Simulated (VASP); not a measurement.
GaGe3: single point with PBEsol

The system is GaGe3.

```
CELL_PARAMETERS angstrom
4.10550 0.00000 0.00000
0.00000 4.10550 0.00000
0.00000 0.00000 4.10550
ATOMIC_POSITIONS crystal
Ge 0.50000 0.50000 0.00000
Ge 0.50000 0.00000 0.50000
Ge 0.00000 0.50000 0.50000
Ga 0.00000 0.00000 0.00000
```

```json
{
 "Program": "VASP 6.6.1",
 "Task": "single point",
 "Functional": "PBEsol",
 "Potentials or basis": "VASP PAW PBE potentials, release 64 (Ge_d, Ga_d)",
 "Cutoff": "520 eV",
 "k mesh": "6 × 6 × 6",
 "Occupations": "fermi-dirac, width 0.05 eV",
 "Spin": "no spin polarisation",
 "Dipole correction": "no",
 "Further INCAR settings": "ALGO = Normal; EDIFF = 1e-06; NBANDS = 36"
}
```

- Pressure: 5.0 GPa

Levels at points of the mesh, in eV from the Fermi level:
| k point | band 24 | band 25 | band 26 | band 27 | band 28 | band 29 | band 30 | band 31 | band 32 | band 33 |
| --- | --- | --- | --- | --- | --- | --- | --- | --- | --- | --- |
| (0.00, 0.00, 0.00) | -4.39 | -4.39 | -4.39 | -3.30 | 2.81 | 2.81 | 2.81 | 3.77 | 3.77 | 3.77 |
| (0.50, 0.00, 0.00) | -3.04 | -2.29 | -2.29 | -1.68 | -1.68 | -0.28 | -0.07 | 5.15 | 5.15 | 5.26 |
| (0.50, 0.50, 0.00) | -7.86 | -0.61 | -0.12 | -0.06 | -0.06 | 0.11 | 0.11 | 0.92 | 1.45 | 6.90 |
| (0.50, 0.50, 0.50) | -6.17 | -5.66 | -5.66 | -5.66 | -5.52 | 7.47 | 7.47 | 7.55 | 7.55 | 7.55 |

Wall time 14 s on 1 thread of Intel(R) Xeon(R) 6975P-C (Granite Rapids) (shared host), peak memory 0.19 GiB.

Caveat: the PAW data sets were made with another functional, which shifts forces and pressure a little.
